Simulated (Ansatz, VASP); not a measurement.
# One calculation of In, two programs

```
CELL_PARAMETERS angstrom
-1.81388 1.81388 1.81388
1.81388 -1.81388 1.81388
1.81388 1.81388 -1.81388
ATOMIC_POSITIONS crystal
In 0.00000 0.00000 0.00000
```

Alike in both runs: task single point; functional LDA; k mesh 14 × 14 × 14; occupations fermi-dirac, width 0.1 eV; no spin polarisation.

|  | VASP | Ansatz |
| --- | --- | --- |
| version | VASP 6.6.1 | Ansatz 0.2.0 |
| potentials or method | VASP PAW LDA potentials, release 64 (In_d), cutoff 520 eV | plane waves (420 eV) with PAW, scalar-relativistic |
| valence electrons in the cell | 13 | 13 |

|  | VASP | Ansatz | Ansatz less VASP |
| --- | --- | --- | --- |
| pressure (GPa) | 2.1 | 2.1 | -0.05 |

Ansatz warns that its potentials were made for another functional, while VASP's fit it. LDA's correlation is that of Perdew and Zunger in VASP and of Perdew and Wang (1992) in Ansatz.
